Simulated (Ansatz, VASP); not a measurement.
One calculation of Sb, two programs

Contents of INCAR:

```
SYSTEM = Sb
  PREC = Accurate
  ENCUT = 520
  EDIFF = 1E-8
  ISMEAR = -1
  SIGMA = 0.05
  LREAL = .False.
  LASPH = .True.
  NELM = 60
  ALGO = Normal
  ISIF = 2
  LWAVE = .False.
  LCHARG = .False.
  GGA = PE
  LEFG = .True.
  NBANDS = 8
```

File KPOINTS:

```
Automatic mesh
0
Gamma
  13 13 13
  0 0 0
```

The input POSCAR:

```
Sb
1.0
    3.2232000000      0.0000000000      0.0000000000
    0.0000000000      3.2232000000      0.0000000000
    0.0000000000      0.0000000000      3.1600000000
Sb
1
Direct
    0.0000000000      0.0000000000      0.0000000000
```

Input for Ansatz:

```yaml
crystal:
  lattice:
    - [3.2232, 0.0, 0.0]
    - [0.0, 3.2232, 0.0]
    - [0.0, 0.0, 3.16]
  atoms:
    - { symbol: Sb, position: [0.0, 0.0, 0.0] }
kpoints:
  mp_grid: { grid: [13, 13, 13] }
scf:
  occupations: { method: fermi_dirac, width: 0.05 }
hamiltonian:
  xc: pbe
  pseudopotentials: { kind: all_electron, datasets: crystal }
output:
  forces: true
  stress: true
  eigenvalues: true
  efg: { contact_densities: true }
```

Change from the starting cell: equal xx and yy strain of +2 %, crystal datasets.

Alike in both runs: task electric field gradients; functional PBE; k mesh 13 × 13 × 13; occupations fermi-dirac, width 0.05 eV; no spin polarisation.

```csv
,VASP,Ansatz
version,VASP 6.6.1,Ansatz 0.2.0
potentials or method,"VASP PAW PBE potentials, release 64 (Sb), cutoff 520 eV","all-electron PAW with datasets made for the crystal, scalar-relativistic"
```

Ansatz gave:

| Property | Result |
| --- | --- |
| pressure (GPa) | -4.0 |
| traceless stress, the component that is largest in VASP (GPa) | 1.62 |
| size of Vzz on the site where it differs most (V/Å²) | 7.3 |

Q: What did VASP give for the same quantities?

A: Pressure (GPa): -4.1; traceless stress, the component that is largest in VASP (GPa): 1.62; size of Vzz on the site where it differs most (V/Å²): 8.2.

Ansatz ran all-electron here, and VASP with PAW potentials.

Neither program's run includes spin-orbit coupling.
